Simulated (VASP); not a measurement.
# Ag in VASP: single point with revPBE+D3(BJ)

Aim: the single point of Ag with revPBE+D3(BJ).

All numbers are computed with VASP 6.6.1; they aren't measurements. Logs are shortened: lines on timing, memory, paths and dates and some standing lists are left out, and cuts for length are marked.

### Step 1. The cell of the first run

The cell holds a slab with vacuum, 3 atoms: a = 2.887 Å, b = 2.887 Å, c = 28.571 Å, α = 90.00°, β = 90.00°, γ = 120.00°.

### Step 2. Single point, revPBE+D3(BJ)

Contents of INCAR:

```
SYSTEM = Ag
  PREC = Accurate
  ENCUT = 400
  EDIFF = 1E-6
  ISMEAR = 1
  SIGMA = 0.1
  LREAL = .FALSE.
  LASPH = .TRUE.
  NELM = 120
  ALGO = Normal
  ISIF = 2
  LWAVE = .FALSE.
  LCHARG = .TRUE.
  LDIPOL = .TRUE.
  IDIPOL = 3
  DIPOL = 0.5 0.5 0.328
  GGA = RE
  IVDW = 12
  LELF = .TRUE.
  LVHAR = .TRUE.
  LVACPOTAV = .TRUE.
  NBANDS = 24
  GGA_COMPAT = .FALSE.
  NELMDL = -8
```

Contents of KPOINTS:

```
regular mesh
0
G
  15 15 1
  0 0 0
```

Contents of POSCAR:

```
Ag
1.0
    2.8871987174      0.0000000000      0.0000000000
   -1.4435993587      2.5003874350      0.0000000000
    0.0000000000      0.0000000000     28.5708297755
Ag
3
Direct
    0.0000000000      0.0000000000      0.2450051348
    0.6666666667      0.3333333333      0.3280927109
    0.3333333333      0.6666666667      0.4099737713
```

Potentials or basis: VASP PAW PBE potentials, release 64 (Ag).

Command:

```
> cat potpaw_PBE.64/Ag/POTCAR > POTCAR
> mpirun -np 1 vasp_std > vasp.out
```

OUTCAR:

```text
SYSTEM = Ag
   PREC = Accurate
   ENCUT = 400
   EDIFF = 1E-6
   ISMEAR = 1
   LREAL = .FALSE.
   LASPH = .TRUE.
   NELM = 120
   ISIF = 2
   GGA = RE
   IVDW = 12
   NELMDL = -8
 IVDW          = 12

 ion  position               nearest neighbor table
   1  0.000  0.000  0.245-   2 2.90   2 2.90   2 2.90
   2  0.667  0.333  0.328-   3 2.87   3 2.87   3 2.87   1 2.90   1 2.90   1 2.90
   3  0.333  0.667  0.410-   2 2.87   2 2.87   2 2.87

  LATTYP: Found a hexagonal cell.
 ALAT       =     2.8871987174
 C/A-ratio  =     9.8956921819

  Lattice vectors:

 A1 = (   2.8871987174,   0.0000000000,   0.0000000000)
 A2 = (  -1.4435993587,   2.5003874350,   0.0000000000)
 A3 = (   0.0000000000,   0.0000000000,  28.5708297755)

Analysis of symmetry for initial positions (statically):
=====================================================================
 Subroutine PRICEL returns:
 Original cell was already a primitive cell.

 Routine SETGRP: Setting up the symmetry group for a
 hexagonal supercell.

 Subroutine GETGRP returns: Found  6 space group operations
 (whereof  6 operations were pure point group operations)
 out of a pool of 24 trial point group operations.

The static configuration has the point symmetry C_3v.

Analysis of symmetry for dynamics (positions and initial velocities):
=====================================================================
 Subroutine PRICEL returns:
 Original cell was already a primitive cell.

 Routine SETGRP: Setting up the symmetry group for a
 hexagonal supercell.

 Subroutine GETGRP returns: Found  6 space group operations
 (whereof  6 operations were pure point group operations)
 out of a pool of 24 trial point group operations.

The dynamic configuration has the point symmetry C_3v.

 Subroutine INISYM returns: Found  6 space group operations
 (whereof  6 operations are pure point group operations),
 and found     1 'primitive' translations

----------------------------------------------------------------------------------------

                                     Primitive cell

  volume of cell :     206.2561

  direct lattice vectors                    reciprocal lattice vectors
     2.887198717  0.000000000  0.000000000     0.346356485  0.199969010  0.000000000
    -1.443599359  2.500387435  0.000000000     0.000000000  0.399938020  0.000000000
     0.000000000  0.000000000 28.570829775     0.000000000  0.000000000  0.035000734

  length of vectors
     2.887198717  2.887198717 28.570829775     0.399938020  0.399938020  0.035000734

  position of ions in fractional coordinates (direct lattice)
     0.000000000  0.000000000  0.245005135
     0.666666667  0.333333333  0.328092711
     0.333333333  0.666666667  0.409973771

  ion indices of the primitive-cell ions
   primitive index   ion index
                 1           1
                 2           2
                 3           3

----------------------------------------------------------------------------------------

 KPOINTS: regular mesh

Automatic generation of k-mesh.
 Grid dimensions read from file:
 generate k-points for:   15   15    1

 Generating k-lattice:

  Cartesian coordinates                     Fractional coordinates (reciprocal lattice)
     0.023090432  0.013331267  0.000000000     0.066666667  0.000000000  0.000000000
     0.000000000  0.026662535  0.000000000     0.000000000  0.066666667  0.000000000
     0.000000000  0.000000000  0.035000734     0.000000000  0.000000000  1.000000000

  Length of vectors
     0.026662535  0.026662535  0.035000734

  Shift w.r.t. Gamma in fractional coordinates (k-lattice)
     0.000000000  0.000000000  0.000000000

 Subroutine IBZKPT returns following result:
 ===========================================

 Found     27 irreducible k-points:

 Following reciprocal coordinates:
            Coordinates               Weight
  0.000000  0.000000  0.000000      1.000000
  0.066667  0.000000  0.000000      6.000000
  0.133333 -0.000000  0.000000      6.000000
  0.200000  0.000000  0.000000      6.000000
  0.266667 -0.000000  0.000000      6.000000
  0.333333 -0.000000  0.000000      6.000000
[... 16 lines left out ...]
  0.333333  0.200000  0.000000     12.000000
  0.400000  0.200000  0.000000      6.000000
 [... further k-points ...]
   k-points           NKPTS =     27   k-points in BZ     NKDIM =     27   number of bands    NBANDS=     24
   number of dos      NEDOS =    301   number of ions     NIONS =      3
   total plane-waves  NPLWV =  76800
   dimension x,y,z NGX =    20 NGY =   20 NGZ =  192
   dimension x,y,z NGXF=    40 NGYF=   40 NGZF=  384
   ions per type =               3
   NGX,Y,Z   is equivalent  to a cutoff of  11.52, 11.52, 11.17 a.u.
   NGXF,Y,Z  is equivalent  to a cutoff of  23.03, 23.03, 22.34 a.u.
 SYSTEM =  Ag
   PREC   = accura    normal or accurate (medium, high low for compatibility)
   ISTART =      0    job   : 0-new  1-cont  2-samecut
   ICHARG =      2    charge: 1-file 2-atom 10-const
   ISPIN  =      1    spin polarized calculation?
   LNONCOLLINEAR =      F non collinear calculations
   LSORBIT =      F    spin-orbit coupling
   LASPH  =      T    aspherical Exc in radial PAW
   ENCUT  =  400.0 eV  29.40 Ry    5.42 a.u.   4.71  4.71 46.59*2*pi/ulx,y,z
   NELM   =    120;   NELMIN=  2; NELMDL= -8     # of ELM steps
   EDIFF  = 0.1E-05   stopping-criterion for ELM
   LREAL  =      F    real-space projection
   EDIFFG = 0.1E-04   stopping-criterion for IOM
   NSW    =      0    number of steps for IOM
   IBRION =     -1    ionic relax: 0-MD 1-quasi-New 2-CG
   NFREE  =      0    steps in history (QN), initial steepest desc. (CG)
   ISIF   =      2    stress and relaxation
   ISYM   =      2    0-nonsym 1-usesym 2-fastsym
   POTIM  = 0.5000    time-step for ionic-motion
   TEBEG  =    0.0;   TEEND  =   0.0 temperature during run
   PSTRESS=    0.0 pullay stress
   NELECT =      33.0000    total number of electrons
   NUPDOWN=      -1.0000    fix difference up-down
   EMIN   =  10.00;   EMAX   =-10.00  energy-range for DOS
   EFERMI =   0.00;   METHOD = LEGACY
   ISMEAR =     1;   SIGMA  =   0.10  broadening in eV -4-tet -1-fermi 0-gaus
   EFERMI_NEDOS =   21; number of points for ismear=-14 and -15
   IALGO  =     38    algorithm
   IMIX   =      4    mixing-type and parameters
     AMIX     =   0.40;   BMIX     =  1.00
     AMIX_MAG =   1.60;   BMIX_MAG =  1.00
  volume/ion in A,a.u.               =      68.75       463.96
  Fermi-wavevector in a.u.,A,eV,Ry     =   0.888745  1.679485 10.746804  0.789868
  Thomas-Fermi vector in A             =   2.010215
   LORBIT       =      0    0 simple, 1 ext, 2 COOP (PROOUT), +10 PAW based schemes
   GGA     = RE    functional components
   LHFCALC =     F    Hartree Fock is set to
   AEXX    =    0.0000 exact exchange contribution
   IVDW    =    12    specifies the selected vdW correction
   LEPSILON=     F    determine dielectric tensor
   LRPA    =     F    only Hartree local field effects (RPA)
 non-spin polarized calculation
 Methfessel and Paxton  Order N= 1 SIGMA  =   0.10
  energy-cutoff  :      400.00
  volume of cell :      206.26
 maximum number of plane-waves:      3789
 NGX is ok and might be reduce to    20
   NGX =  9   NGY =  9   NGZ = 93

 dipolmoment           0.000000      0.000000      0.001747 electrons x Angstroem

 number of electron      33.0000005 magnetization

 dipolmoment           0.000000      0.000000     -0.000494 electrons x Angstroem

 Free energy of the ion-electron system (eV)
  ---------------------------------------------------
  ext. energy  EPLUGINS =         0.00000000
  ---------------------------------------------------
  free energy    TOTEN  =        -6.31851661 eV

  energy without entropy =       -6.31804166  energy(sigma->0) =       -6.31835829

 E-fermi :  -1.0167     XC(G=0):  -3.6149

 val. band max:       -1.0369762010   @ k =   0.1333   0.1333   0.0000
 cond. band min:      -0.9448606744   @ k =   0.2000   0.0667   0.0000
 fundamental gap:      0.0921155266
 Fermi energy:        -1.0166526509

 k-point     1 :       0.0000    0.0000    0.0000
  band No.  band energies     occupation
      1      -8.2939      2.00000
      2      -7.3556      2.00000
      3      -7.2009      2.00000
      4      -5.9307      2.00000
      5      -5.9096      2.00000
      6      -5.9096      2.00000
[... 16 lines left out ...]
     23       4.0027      0.00000
     24       4.3886      0.00000

 k-point     2 :       0.0667    0.0000    0.0000
  band No.  band energies     occupation
      1      -8.1731      2.00000
      2      -7.2751      2.00000
      3      -7.0944      2.00000
      4      -5.9555      2.00000
      5      -5.9268      2.00000
      6      -5.8493      2.00000
[... 16 lines left out ...]
     23       4.1116      0.00000
     24       4.4848      0.00000

 k-point     3 :       0.1333   -0.0000    0.0000
  band No.  band energies     occupation
      1      -7.8352      2.00000
      2      -7.0686      2.00000
      3      -6.8167      2.00000
      4      -6.0745      2.00000
      5      -5.9922      2.00000
      6      -5.8905      2.00000
[... 16 lines left out ...]
     23       4.4381      0.00000
     24       4.7749      0.00000
[... 514 lines left out ...]
 k-point    23 :       0.3333    0.2000    0.0000
  band No.  band energies     occupation
      1      -6.9143      2.00000
      2      -6.7752      2.00000
      3      -6.7219      2.00000
      4      -6.3420      2.00000
      5      -6.1574      2.00000
      6      -5.8707      2.00000
[... 16 lines left out ...]
     23       7.4095      0.00000
     24       7.7354      0.00000

 k-point    24 :       0.4000    0.2000    0.0000
  band No.  band energies     occupation
      1      -6.9418      2.00000
      2      -6.8044      2.00000
      3      -6.7221      2.00000
      4      -6.3752      2.00000
      5      -6.1835      2.00000
      6      -5.8341      2.00000
[... 16 lines left out ...]
     23       7.6125      0.00000
     24       7.9757      0.00000

 [... further k-points ...]

------------------------ aborting loop because EDIFF is reached ----------------------------------------

 Edisp (eV)   -2.37822

 E8    (eV) :    -1.7074

  FORCE on cell =-STRESS in cart. coord.  units (eV):
  Direction    XX          YY          ZZ          XY          YZ          ZX
  --------------------------------------------------------------------------------------
  -------------------------------------------------------------------------------------
  Total      -1.40977    -1.40977    -0.13202    -0.00000     0.00000     0.00000
  in kB     -10.95096   -10.95096    -1.02552    -0.00000     0.00000     0.00000
  external pressure =       -7.64 kB  Pullay stress =        0.00 kB

 VOLUME and BASIS-vectors are now :
 -----------------------------------------------------------------------------
  energy-cutoff  :      400.00
  volume of cell :      206.26
      direct lattice vectors                 reciprocal lattice vectors
     2.887198717  0.000000000  0.000000000     0.346356485  0.199969010  0.000000000
    -1.443599359  2.500387435  0.000000000     0.000000000  0.399938020  0.000000000
     0.000000000  0.000000000 28.570829775     0.000000000  0.000000000  0.035000734

 POSITION                                       TOTAL-FORCE (eV/Angst)
 -----------------------------------------------------------------------------------
      0.00000      0.00000      7.00000         0.000000     -0.000000      0.049922
      1.44360      0.83346      9.37388         0.000000     -0.000000     -0.112058
     -0.00000      1.66692     11.71329        -0.000000      0.000000      0.062136
 -----------------------------------------------------------------------------------
    total drift:                                0.000000     -0.000000     -0.000300

  FREE ENERGIE OF THE ION-ELECTRON SYSTEM (eV)
  ---------------------------------------------------
  free  energy   TOTEN  =        -8.6967385632 eV

  energy  without entropy=       -8.6962636123  energy(sigma->0) =       -8.69658025

 vacuum level on the upper side and lower side of the slab         3.216         3.229
```

It took 2.8 min on 1 thread of Intel Xeon Platinum 8375C at 2.90GHz (Ice Lake), shared host; peak memory 0.28 GiB.

What came out:

- Free energy: -8.6967 eV
- Largest force: 0.112 eV/Å
- Dispersion energy per atom: -0.793 eV

Forces in eV/Å, atoms in the order of the input:
```
Ag   0.000  0.000  0.050
Ag   0.000  0.000 -0.112
Ag   0.000  0.000  0.062
```

Caveat: the PAW data sets were made with another functional, which shifts forces and pressure a little.
